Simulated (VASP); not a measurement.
# BaTiO3 (P4mm) in VASP: a series of runs

Runs on BaTiO3. Level: PBEsol. Tasks: single point.

All numbers are computed with VASP 6.6.1; they aren't measurements. Logs are shortened: lines on timing, memory, paths and dates and some standing lists are left out, and cuts for length are marked.

## 1. The cell of the first run

Symmetry: P4mm, No. 99, tetragonal system. The conventional cell has a = 4.026 Å, b = 4.026 Å, c = 4.045 Å, α = 90.00°, β = 90.00°, γ = 90.00°. Within 3.7 Å of Ba (site symmetry 4mm) lie 12 O at 2.81 to 2.90 Å and 8 Ti at 3.45 to 3.53 Å. Ti (site symmetry 4mm) has 6 O at 1.88 to 2.16 Å within 2.5 Å. O (site symmetry 4mm) has 2 Ti at 1.88 to 2.16 Å within 2.5 Å. Within 2.7 Å of O (site symmetry 2mm) lie 2 Ti at 2.02 Å.

## 2. Single point, PBEsol (volume scaled by 1.02)

Input file INCAR:

```
SYSTEM = BaTiO3
PREC = Accurate ; ENCUT = 520
EDIFF = 1E-6 ; ISMEAR = -1
SIGMA = 0.08 ; LREAL = .False.
LASPH = .True. ; NELM = 80
ALGO = Normal ; ISIF = 2
LWAVE = .False. ; LCHARG = .True.
GGA = PS ; LELF = .True.
LVHAR = .True. ; NBANDS = 28
```

Input file KPOINTS:

```
regular mesh
0
Gamma
  7 7 7
  0 0 0
```

Input file POSCAR:

```
BaTiO3
1.0
    4.0262895137      0.0000000000      0.0000000000
    0.0000000000      4.0262895137      0.0000000000
    0.0000000000      0.0000000000      4.0446100470
Ba Ti O
1 1 3
Direct
    0.0000000000      0.0000000000      0.0000000000
    0.5000000000      0.5000000000      0.4820000000
    0.5000000000      0.5000000000      0.0160000000
    0.5000000000      0.0000000000      0.5150000000
    0.0000000000      0.5000000000      0.5150000000
```

Potentials or basis: VASP PAW PBE potentials, release 64 (Ba_sv, Ti_sv, O).

Launch:

```
$ cat potpaw_PBE.64/Ba_sv/POTCAR potpaw_PBE.64/Ti_sv/POTCAR potpaw_PBE.64/O/POTCAR > POTCAR
$ mpirun -np 1 vasp_std > vasp.out
```

OUTCAR:

```text
SYSTEM = BaTiO3
   PREC = Accurate
   ENCUT = 520
   EDIFF = 1E-6
   ISMEAR = -1
   LREAL = .False.
   LASPH = .True.
   NELM = 80
   ISIF = 2
   GGA = PS

 ion  position               nearest neighbor table
   1  0.000  0.000  0.000-   4 2.81   5 2.81   5 2.81   4 2.81   3 2.85   3 2.85   3 2.85   3 2.85
                             4 2.90   5 2.90   5 2.90   4 2.90   2 3.45   2 3.45   2 3.45   2 3.45
   2  0.500  0.500  0.482-   3 1.88   4 2.02   5 2.02   4 2.02   5 2.02   3 2.16   1 3.45   1 3.45
                             1 3.45   1 3.45   1 3.53   1 3.53   1 3.53   1 3.53
   3  0.500  0.500  0.016-   2 1.88   2 2.16   1 2.85   1 2.85   1 2.85   1 2.85
   4  0.500  0.000  0.515-   2 2.02   2 2.02   1 2.81   1 2.81   1 2.90   1 2.90
   5  0.000  0.500  0.515-   2 2.02   2 2.02   1 2.81   1 2.81   1 2.90   1 2.90

  LATTYP: Found a simple tetragonal cell.
 ALAT       =     4.0262895137
 C/A-ratio  =     1.0045502275

  Lattice vectors:

 A1 = (   4.0262895137,   0.0000000000,   0.0000000000)
 A2 = (   0.0000000000,   4.0262895137,   0.0000000000)
 A3 = (   0.0000000000,   0.0000000000,   4.0446100470)

Analysis of symmetry for initial positions (statically):
=====================================================================
 Subroutine PRICEL returns:
 Original cell was already a primitive cell.

 Routine SETGRP: Setting up the symmetry group for a
 simple tetragonal supercell.

 Subroutine GETGRP returns: Found  8 space group operations
 (whereof  8 operations were pure point group operations)
 out of a pool of 16 trial point group operations.

The static configuration has the point symmetry C_4v.

Analysis of symmetry for dynamics (positions and initial velocities):
=====================================================================
 Subroutine PRICEL returns:
 Original cell was already a primitive cell.

 Routine SETGRP: Setting up the symmetry group for a
 simple tetragonal supercell.

 Subroutine GETGRP returns: Found  8 space group operations
 (whereof  8 operations were pure point group operations)
 out of a pool of 16 trial point group operations.

The dynamic configuration has the point symmetry C_4v.

 Subroutine INISYM returns: Found  8 space group operations
 (whereof  8 operations are pure point group operations),
 and found     1 'primitive' translations

----------------------------------------------------------------------------------------

                                     Primitive cell

  volume of cell :      65.5672

  direct lattice vectors                    reciprocal lattice vectors
     4.026289514  0.000000000  0.000000000     0.248367634  0.000000000  0.000000000
     0.000000000  4.026289514  0.000000000     0.000000000  0.248367634  0.000000000
     0.000000000  0.000000000  4.044610047     0.000000000  0.000000000  0.247242624

  length of vectors
     4.026289514  4.026289514  4.044610047     0.248367634  0.248367634  0.247242624

  position of ions in fractional coordinates (direct lattice)
     0.000000000  0.000000000  0.000000000
     0.500000000  0.500000000  0.482000000
     0.500000000  0.500000000  0.016000000
     0.500000000  0.000000000  0.515000000
     0.000000000  0.500000000  0.515000000

  ion indices of the primitive-cell ions
   primitive index   ion index
                 1           1
                 2           2
                 3           3
                 4           4
                 5           5

----------------------------------------------------------------------------------------

 KPOINTS: regular mesh

Automatic generation of k-mesh.
 Grid dimensions read from file:
 generate k-points for:    7    7    7

 Generating k-lattice:

  Cartesian coordinates                     Fractional coordinates (reciprocal lattice)
     0.035481091  0.000000000  0.000000000     0.142857143  0.000000000  0.000000000
     0.000000000  0.035481091  0.000000000     0.000000000  0.142857143  0.000000000
     0.000000000  0.000000000  0.035320375     0.000000000  0.000000000  0.142857143

  Length of vectors
     0.035481091  0.035481091  0.035320375

  Shift w.r.t. Gamma in fractional coordinates (k-lattice)
     0.000000000  0.000000000  0.000000000

 Subroutine IBZKPT returns following result:
 ===========================================

 Found     40 irreducible k-points:

 Following reciprocal coordinates:
            Coordinates               Weight
  0.000000  0.000000  0.000000      1.000000
  0.142857  0.000000  0.000000      4.000000
  0.285714  0.000000  0.000000      4.000000
  0.428571  0.000000  0.000000      4.000000
  0.142857  0.142857  0.000000      4.000000
  0.285714  0.142857  0.000000      8.000000
[... 16 lines left out ...]
  0.285714  0.000000  0.285714      8.000000
  0.428571  0.000000  0.285714      8.000000
 [... further k-points ...]
   k-points           NKPTS =     40   k-points in BZ     NKDIM =     40   number of bands    NBANDS=     28
   number of dos      NEDOS =    301   number of ions     NIONS =      5
   total plane-waves  NPLWV =  27000
   dimension x,y,z NGX =    30 NGY =   30 NGZ =   30
   dimension x,y,z NGXF=    60 NGYF=   60 NGZF=   60
   ions per type =               1   1   3
   NGX,Y,Z   is equivalent  to a cutoff of  12.39, 12.39, 12.33 a.u.
   NGXF,Y,Z  is equivalent  to a cutoff of  24.77, 24.77, 24.66 a.u.
 SYSTEM =  BaTiO3
   PREC   = accura    normal or accurate (medium, high low for compatibility)
   ISTART =      0    job   : 0-new  1-cont  2-samecut
   ICHARG =      2    charge: 1-file 2-atom 10-const
   ISPIN  =      1    spin polarized calculation?
   LNONCOLLINEAR =      F non collinear calculations
   LSORBIT =      F    spin-orbit coupling
   LASPH  =      T    aspherical Exc in radial PAW
   ENCUT  =  520.0 eV  38.22 Ry    6.18 a.u.   7.49  7.49  7.52*2*pi/ulx,y,z
   NELM   =     80;   NELMIN=  2; NELMDL= -5     # of ELM steps
   EDIFF  = 0.1E-05   stopping-criterion for ELM
   LREAL  =      F    real-space projection
   EDIFFG = 0.1E-04   stopping-criterion for IOM
   NSW    =      0    number of steps for IOM
   IBRION =     -1    ionic relax: 0-MD 1-quasi-New 2-CG
   NFREE  =      0    steps in history (QN), initial steepest desc. (CG)
   ISIF   =      2    stress and relaxation
   ISYM   =      2    0-nonsym 1-usesym 2-fastsym
   POTIM  = 0.5000    time-step for ionic-motion
   TEBEG  =    0.0;   TEEND  =   0.0 temperature during run
   PSTRESS=    0.0 pullay stress
   NELECT =      40.0000    total number of electrons
   NUPDOWN=      -1.0000    fix difference up-down
   EMIN   =  10.00;   EMAX   =-10.00  energy-range for DOS
   EFERMI =   0.00;   METHOD = LEGACY
   ISMEAR =    -1;   SIGMA  =   0.08  broadening in eV -4-tet -1-fermi 0-gaus
   EFERMI_NEDOS =   21; number of points for ismear=-14 and -15
   IALGO  =     38    algorithm
   IMIX   =      4    mixing-type and parameters
     AMIX     =   0.40;   BMIX     =  1.00
     AMIX_MAG =   1.60;   BMIX_MAG =  1.00
  volume/ion in A,a.u.               =      13.11        88.49
  Fermi-wavevector in a.u.,A,eV,Ry     =   1.388458  2.623804 26.229507  1.927814
  Thomas-Fermi vector in A             =   2.512582
   LORBIT       =      0    0 simple, 1 ext, 2 COOP (PROOUT), +10 PAW based schemes
   GGA     = PS    functional components
   LHFCALC =     F    Hartree Fock is set to
   AEXX    =    0.0000 exact exchange contribution
   IVDW    =     0    specifies the selected vdW correction
   LEPSILON=     F    determine dielectric tensor
   LRPA    =     F    only Hartree local field effects (RPA)
 non-spin polarized calculation
  energy-cutoff  :      520.00
  volume of cell :       65.57
 maximum number of plane-waves:      1791
 NGX is ok and might be reduce to    30
   NGX = 15   NGY = 15   NGZ = 15

 number of electron      39.9999977 magnetization

 Free energy of the ion-electron system (eV)
  ---------------------------------------------------
  ext. energy  EPLUGINS =         0.00000000
  ---------------------------------------------------
  free energy    TOTEN  =       -41.96165013 eV

  energy without entropy =      -41.96164821  energy(sigma->0) =      -41.96164917

 E-fermi :   4.4536     XC(G=0): -11.3948

 val. band max:        3.4687803469   @ k =   0.4286   0.4286   0.4286
 cond. band min:       5.2589991749   @ k =   0.0000   0.0000   0.0000
 fundamental gap:      1.7902188281
 Fermi energy:         4.4536020031

 k-point     1 :       0.0000    0.0000    0.0000
  band No.  band energies     occupation
      1     -52.8372      2.00000
      2     -29.1911      2.00000
      3     -29.1500      2.00000
      4     -29.1500      2.00000
      5     -21.3041      2.00000
      6     -13.2484      2.00000
[... 20 lines left out ...]
     27       8.4378      0.00000
     28      10.4338      0.00000

 k-point     2 :       0.1429    0.0000    0.0000
  band No.  band energies     occupation
      1     -52.8371      2.00000
      2     -29.1908      2.00000
      3     -29.1592      2.00000
      4     -29.1496      2.00000
      5     -21.2837      2.00000
      6     -13.2634      2.00000
[... 20 lines left out ...]
     27       8.8180      0.00000
     28      10.9191      0.00000

 k-point     3 :       0.2857    0.0000    0.0000
  band No.  band energies     occupation
      1     -52.8367      2.00000
      2     -29.1900      2.00000
      3     -29.1798      2.00000
      4     -29.1489      2.00000
      5     -21.2373      2.00000
      6     -13.3496      2.00000
[... 20 lines left out ...]
     27       9.7734      0.00000
     28      11.7022      0.00000

 k-point     4 :       0.4286    0.0000    0.0000
  band No.  band energies     occupation
      1     -52.8363      2.00000
      2     -29.1963      2.00000
      3     -29.1893      2.00000
      4     -29.1482      2.00000
      5     -21.1994      2.00000
      6     -13.4495      2.00000
[... 578 lines left out ...]
     27      10.1523      0.00000
     28      11.9508      0.00000

 k-point    23 :       0.2857    0.0000    0.2857
  band No.  band energies     occupation
      1     -52.8361      2.00000
      2     -29.2183      2.00000
      3     -29.1783      2.00000
      4     -29.1478      2.00000
      5     -21.1868      2.00000
      6     -13.1511      2.00000
[... 20 lines left out ...]
     27      11.1460      0.00000
     28      11.8648      0.00000

 k-point    24 :       0.4286    0.0000    0.2857
  band No.  band energies     occupation
      1     -52.8358      2.00000
      2     -29.2174      2.00000
      3     -29.1944      2.00000
      4     -29.1471      2.00000
      5     -21.1567      2.00000
      6     -13.1326      2.00000
[... 20 lines left out ...]
     27      11.7585      0.00000
     28      12.2014      0.00000

 [... further k-points ...]

------------------------ aborting loop because EDIFF is reached ----------------------------------------

  FORCE on cell =-STRESS in cart. coord.  units (eV):
  Direction    XX          YY          ZZ          XY          YZ          ZX
  --------------------------------------------------------------------------------------
  -------------------------------------------------------------------------------------
  Total       -2.2340683     -2.2340683     -1.6438657      0.0000000      0.0000000      0.0000000
  in kB      -54.5909137    -54.5909137    -40.1689303      0.0000000      0.0000000      0.0000000
  external PRESSURE =     -49.7835859 kB  Pullay stress =       0.0000000 kB

 VOLUME and BASIS-vectors are now :
 -----------------------------------------------------------------------------
  energy-cutoff  :      520.00
  volume of cell :       65.57
      direct lattice vectors                 reciprocal lattice vectors
     4.026289514  0.000000000  0.000000000     0.248367634  0.000000000  0.000000000
     0.000000000  4.026289514  0.000000000     0.000000000  0.248367634  0.000000000
     0.000000000  0.000000000  4.044610047     0.000000000  0.000000000  0.247242624

 POSITION                                       TOTAL-FORCE (eV/Angst)
 -----------------------------------------------------------------------------------
      0.00000      0.00000      0.00000         0.000000     -0.000000     -0.093894
      2.01314      2.01314      1.94950        -0.000000     -0.000000     -0.064743
      2.01314      2.01314      0.06471        -0.000000      0.000000      0.503778
      2.01314      0.00000      2.08297        -0.000000     -0.000000     -0.172571
      0.00000      2.01314      2.08297         0.000000      0.000000     -0.172571
 -----------------------------------------------------------------------------------
    total drift:                                0.000000      0.000000      0.000017

  FREE ENERGIE OF THE ION-ELECTRON SYSTEM (eV)
  ---------------------------------------------------
  free  energy   TOTEN  =       -41.9616501266 eV

  energy  without entropy=      -41.9616482097  energy(sigma->0) =      -41.96164917
```

It took 2 min on 1 thread of Intel Xeon Platinum 8375C at 2.90GHz (Ice Lake), shared host; peak memory 0.22 GiB.

Results:

- Free energy: -41.9617 eV
- Pressure: -5.0 GPa
- Largest force: 0.504 eV/Å
- Band gap on the k mesh: 1.79 eV, indirect (least direct gap 2.04 eV)

Forces in eV/Å, atoms in the order of the input:
```
Ba   0.000  0.000 -0.094
Ti   0.000  0.000 -0.065
O    0.000  0.000  0.504
O    0.000  0.000 -0.173
O    0.000  0.000 -0.173
```

Stress tensor (GPa, compression positive):
```
-5.46  0.00  0.00
 0.00 -5.46  0.00
 0.00  0.00 -4.02
```

Levels at points of the mesh, in eV from the valence-band top:
| k point | band 18 | band 19 | band 20 | band 21 | band 22 | band 23 |
| --- | --- | --- | --- | --- | --- | --- |
| (0.00, 0.00, 0.00) | -0.28 | -0.25 | -0.25 | 1.79 | 2.08 | 2.08 |

Caveat: the PAW data sets were made with another functional, which shifts forces and pressure a little; spin-orbit coupling is left out, which moves the levels of the heavy elements.

## 3. Single point, PBEsol (volume scaled by 1.06)

Input file INCAR:

```
PREC = Accurate
ENCUT = 520
EDIFF = 1E-7
ISMEAR = -1
SIGMA = 0.08
LREAL = F
LASPH = T
NELM = 100
ALGO = Normal
ISIF = 2
LWAVE = F
LCHARG = T
GGA = PS
LELF = T
LVHAR = T
NBANDS = 28
```

Input file KPOINTS:

```
Automatic mesh
0
Gamma
  7 7 7
```

Edit POSCAR of step 2 so:

```diff
@@ -2,5 +2,5 @@
 1.0
-    4.0262895137      0.0000000000      0.0000000000
-    0.0000000000      4.0262895137      0.0000000000
-    0.0000000000      0.0000000000      4.0446100470
+    4.0782473671      0.0000000000      0.0000000000
+    0.0000000000      4.0782473671      0.0000000000
+    0.0000000000      0.0000000000      4.0968043205
 Ba Ti O
```

Potentials or basis: VASP PAW PBE potentials, release 64 (Ba_sv, Ti_sv, O).

Launch:

```
$ cat potpaw_PBE.64/Ba_sv/POTCAR potpaw_PBE.64/Ti_sv/POTCAR potpaw_PBE.64/O/POTCAR > POTCAR
$ mpirun -np 1 vasp_std > vasp.out
```

Run time: 1.9 min. Hardware: 1 thread of Intel Xeon Platinum 8375C at 2.90GHz (Ice Lake), shared host; peak memory 0.22 GiB.

The run converged. Its results:

```
Free energy            : -41.8398 eV
Pressure               : -10.4 GPa
Largest force          : 0.761 eV/Å
Band gap on the k mesh : 1.71 eV, indirect (least direct gap 1.98 eV)
```

Forces on the atoms (eV/Å):
```
Ba   0.000  0.000 -0.113
Ti   0.000  0.000 -0.273
O    0.000  0.000  0.761
O    0.000  0.000 -0.187
O    0.000  0.000 -0.187
```

Stress tensor (GPa, compression positive):
```
-10.75   0.00   0.00
  0.00 -10.75   0.00
  0.00   0.00  -9.56
```

Levels at points of the mesh, in eV from the valence-band top:
| k point | band 17 | band 18 | band 19 | band 20 | band 21 | band 22 | band 23 | band 24 |
| --- | --- | --- | --- | --- | --- | --- | --- | --- |
| (0.00, 0.00, 0.00) | -0.98 | -0.31 | -0.27 | -0.27 | 1.71 | 1.99 | 1.99 | 3.72 |

Caveat: the PAW data sets were made with another functional, which shifts forces and pressure a little; spin-orbit coupling is left out, which moves the levels of the heavy elements.

[end of part 1 of 2]
